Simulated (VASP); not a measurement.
Runs of VASP 6.6.1 on Zr2H3. The structure is that of space group P6/mmm (No. 191), or close to it. The cells are those of the table. The cell was built from a structure type or drawn by symmetry, and may not be a known phase.

```csv
task,spin,cell,k mesh,cutoff (eV),gap on the mesh (eV),pressure (GPa),relaxed volume (Å³/atom)
single point,off,"a = 5.052, b = 5.052, c = 3.778 Å, angles 90.0, 90.0, 120.0°, 5 atoms",6 × 6 × 4,520,none,0.1,-
relaxation of cell and atoms,off,"relaxed from a = 4.039, b = 4.039, c = 4.482 Å, angles 90.0, 90.0, 120.0°, 5 atoms",6 × 6 × 4,600,none,0.1,16.63
single point,collinear,"a = 5.052, b = 5.052, c = 3.778 Å, angles 90.0, 90.0, 120.0°, 5 atoms",6 × 6 × 4,520,none,0.2,-
single point,off,"a = 5.085, b = 5.085, c = 3.764 Å, angles 90.0, 90.0, 120.0°, 5 atoms",12 × 12 × 10,520,none,0.0,-
single point,off,"a = 4.039, b = 4.039, c = 4.482 Å, angles 90.0, 90.0, 120.0°, 5 atoms",6 × 6 × 4,520,none,(a),-
relaxation of cell and atoms,off,"relaxed from a = 5.052, b = 5.052, c = 3.778 Å, angles 90.0, 90.0, 120.0°, 5 atoms",12 × 12 × 10,600,none,0.0,16.86
```

Alike in all rows: level PBE; potentials or basis VASP PAW PBE potentials, release 64 (Zr_sv, H); smearing gaussian 0.1 eV.

Question: Fill in the values left out.

Answer: (a) 9.5.

Caveats: some runs use coarse meshes; the volume moved by over 15 % at a fixed basis, so the end points are rough (at least some runs); the cell stands under pressure (at least some runs).

A k mesh can miss the band edges, and the runs leave out spin-orbit coupling on Zr.

A gap of «none» marks levels without a gap at the run's occupations.
